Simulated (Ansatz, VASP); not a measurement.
**SrCl2 in VASP and in Ansatz**

Contents of INCAR:

```
PREC     = Accurate       # precision mode
ENCUT    = 520            # plane-wave cutoff, eV
EDIFF    = 1E-6           # SCF threshold, eV
ISMEAR   = -1             # smearing method
SIGMA    = 0.01           # smearing width, eV
LREAL    = F              # projectors in reciprocal space
LASPH    = T              # aspherical terms in the spheres
NELM     = 100            # most SCF steps
ALGO     = Normal         # electronic algorithm
ISIF     = 2              # what is computed and relaxed
LWAVE    = F              # write WAVECAR
LCHARG   = T              # write CHGCAR
LELF     = T              # ELF
LVHAR    = T            
NBANDS   = 19             # bands
```

Contents of KPOINTS:

```
Automatic mesh
0
Gamma
  8 8 8
```

Contents of POSCAR:

```
SrCl2
1.0
    0.0000000000      3.5313671020      3.5313671020
    3.5313671020      0.0000000000      3.5313671020
    3.5313671020      3.5313671020      0.0000000000
Sr Cl
1 2
Direct
    0.0000000000      0.0000000000      0.0000000000
    0.2500000000      0.2500000000      0.2500000000
    0.7500000000      0.7500000000      0.7500000000
```

Input for Ansatz:

```yaml
crystal:
  lattice:
    - [0.0, 3.531367102, 3.531367102]
    - [3.531367102, 0.0, 3.531367102]
    - [3.531367102, 3.531367102, 0.0]
  atoms:
    - { symbol: Sr, position: [0.0, 0.0, 0.0] }
    - { symbol: Cl, position: [0.25, 0.25, 0.25] }
    - { symbol: Cl, position: [0.75, 0.75, 0.75] }
kpoints:
  mp_grid: { grid: [8, 8, 8] }
  band_path:
    path:
      - [0.0, 0.0, 0.0]
      - [0.5, 0.0, 0.5]
      - [0.625, 0.25, 0.625]
      - [0.375, 0.375, 0.75]
      - [0.0, 0.0, 0.0]
      - [0.5, 0.5, 0.5]
      - [0.5, 0.25, 0.75]
      - [0.5, 0.0, 0.5]
    npoints: 5
scf:
  occupations: { method: fermi_dirac, width: 0.01 }
hamiltonian:
  xc: lda
  pseudopotentials: { kind: all_electron, lapw: { basis_error: 0.001 } }
output:
  forces: true
  stress: true
  eigenvalues: true
```

Change from the starting cell: volume scaled by 1.04.

Alike in both runs: task single point; functional LDA; k mesh 8 × 8 × 8; occupations fermi-dirac, width 0.01 eV; no spin polarisation.

|  | VASP | Ansatz |
| --- | --- | --- |
| version | VASP 6.6.1 | Ansatz 0.2.0 |
| potentials or method | VASP PAW LDA potentials, release 64 (Sr_sv, Cl), cutoff 520 eV | all-electron LAPW, scalar-relativistic |

|  | VASP | Ansatz | Ansatz less VASP |
| --- | --- | --- | --- |
| gap on the k mesh at the Fermi level (eV) | 4.75 | 4.75 | -0.005 |
| pressure (GPa) | -3.8 | -3.9 | -0.09 |

LDA's correlation is that of Perdew and Zunger in VASP and of Perdew and Wang (1992) in Ansatz. Ansatz ran all-electron here, and VASP with PAW potentials.
